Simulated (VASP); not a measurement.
## Sc: single point with r2SCAN

Sc:

```xyz
1
Lattice="-1.8696 1.8696 2.3805 1.8696 -1.8696 2.3805 1.8884 1.8884 -2.3805" Properties=species:S:1:pos:R:3 pbc="T T T"
Sc    0.0000    0.0000    0.0000
```

- Program: VASP 6.6.1
- Task: single point
- Functional: r2SCAN
- Potentials or basis: VASP PAW PBE potentials, release 64 (Sc_sv)
- Cutoff: 520 eV
- k mesh: 13 × 13 × 13
- Occupations: fermi-dirac, width 0.1 eV
- Spin: no spin polarisation

- Pressure: -9.6 GPa
- Band gap on the k mesh: zero (an odd number of electrons rules out a gap without spin polarisation)

Stress tensor (GPa, compression positive):
```
-9.90 -0.13  0.00
-0.13 -9.90  0.00
 0.00  0.00 -9.00
```

Levels at points of the mesh, in eV from the Fermi level:
```csv
k point,band 3,band 4,band 5,band 6,band 7,band 8,band 9,band 10
"(0.00, 0.00, 0.00)",-30.01,-30.00,-4.91,1.15,1.20,1.60,1.98,2.42
```

Run time: 8 min on 1 thread of Intel(R) Xeon(R) Platinum 8259CL CPU @ 2.50GHz (Skylake/Cascade Lake) (shared host), peak memory 0.26 GiB.

Caveat: the cell stands under tension; the PAW data sets were made with another functional, which shifts forces and pressure a little.
